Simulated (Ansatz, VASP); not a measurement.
Two plane-wave programs on Mg3Te2O

File INCAR:

```
SYSTEM = Mg3Te2O
PREC     = Accurate       ! precision mode
ENCUT    = 520            ! plane-wave cutoff, eV
EDIFF    = 1E-7           ! SCF threshold, eV
ISMEAR   = 0              ! smearing method
SIGMA    = 0.1            ! smearing width, eV
LREAL    = .FALSE.        ! projectors in reciprocal space
LASPH    = .TRUE.         ! aspherical terms in the spheres
NELM     = 60             ! most SCF steps
ALGO     = Normal         ! electronic algorithm
ISIF     = 2              ! what is computed and relaxed
LWAVE    = .FALSE.        ! write WAVECAR
LCHARG   = .TRUE.         ! write CHGCAR
GGA      = PE             ! functional
LELF     = .TRUE.         ! ELF
LVHAR    = .TRUE.       
NBANDS   = 36             ! bands
```

KPOINTS

```
Automatic mesh
0
G
  2 2 2
  0 0 0
```

POSCAR

```
Mg3Te2O
1.0
    0.0000000000      0.0000000000     -6.1684980413
    0.0000000000      6.7381381302      0.0000000000
    6.6032262609     -3.3690690651      0.0000000000
Mg Te O
6 4 2
Direct
    0.2500000000      0.8074279143      0.2660581130
    0.2500000000      0.5413698013      0.7339418870
    0.5000000000      0.0000000000      0.0000000000
    0.7500000000      0.4586301987      0.2660581130
    0.7500000000      0.1925720857      0.7339418870
    0.0000000000      0.0000000000      0.0000000000
    0.7500000000      0.5928762100      0.6954477776
    0.2500000000      0.4071237900      0.3045522224
    0.7500000000      0.8974284324      0.3045522224
    0.2500000000      0.1025715676      0.6954477776
    0.2500000000      0.8106009443      1.0000000000
    0.7500000000      0.1893990557      1.0000000000
```

Input for Ansatz:

```yaml
crystal:
  lattice:
    - [0.0, 0.0, -6.1684980413]
    - [0.0, 6.7381381302, 0.0]
    - [6.6032262609, -3.3690690651, 0.0]
  atoms:
    - { symbol: Mg, position: [0.25, 0.8074279143, 0.266058113] }
    - { symbol: Mg, position: [0.25, 0.5413698013, 0.733941887] }
    - { symbol: Mg, position: [0.5, 0.0, 0.0] }
    - { symbol: Mg, position: [0.75, 0.4586301987, 0.266058113] }
    - { symbol: Mg, position: [0.75, 0.1925720857, 0.733941887] }
    - { symbol: Mg, position: [0.0, 0.0, 0.0] }
    - { symbol: Te, position: [0.75, 0.59287621, 0.6954477776] }
    - { symbol: Te, position: [0.25, 0.40712379, 0.3045522224] }
    - { symbol: Te, position: [0.75, 0.8974284324, 0.3045522224] }
    - { symbol: Te, position: [0.25, 0.1025715676, 0.6954477776] }
    - { symbol: O, position: [0.25, 0.8106009443, 1.0] }
    - { symbol: O, position: [0.75, 0.1893990557, 1.0] }
basis:
  ecutwfc: 420
kpoints:
  mp_grid: { grid: [2, 2, 2] }
hamiltonian:
  xc: pbe
scf:
  occupations: { method: gaussian, width: 0.1 }
  lower_state_search: "off"
output:
  forces: true
  stress: true
  eigenvalues: true
```

Alike in both runs: task single point; functional PBE; k mesh 2 × 2 × 2; occupations gaussian, width 0.1 eV; no spin polarisation.

|  | VASP | Ansatz |
| --- | --- | --- |
| version | VASP 6.6.1 | Ansatz 0.2.0 |
| potentials or method | VASP PAW PBE potentials, release 64 (Mg, Te, O), cutoff 520 eV | scalar-relativistic, plane waves, PAW |
| valence electrons in the cell | 48 | 136 |

Ansatz gave:

```
gap on the k mesh at the Fermi level (eV)                     : 1.67
least direct gap on the mesh (eV)                             : 2.07
pressure (GPa)                                                : 0.0
traceless stress, the component that is largest in VASP (GPa) : -0.16
rms of the force components (eV/Å)                            : 0.025
```

Problem. Which values does VASP return?

Solution. gap on the k mesh at the Fermi level (eV): 1.66; least direct gap on the mesh (eV): 2.06; pressure (GPa): -0.1; traceless stress, the component that is largest in VASP (GPa): -0.17; rms of the force components (eV/Å): 0.024.

Atom by atom the forces differ by 0.004 eV/Å (rms over components). VASP's potentials hold 48 valence electrons a cell and Ansatz's 136, so a difference there can come from the potentials and not from the codes.

The k mesh is coarse, so the values compare programs but aren't converged. Spin-orbit coupling is off throughout.
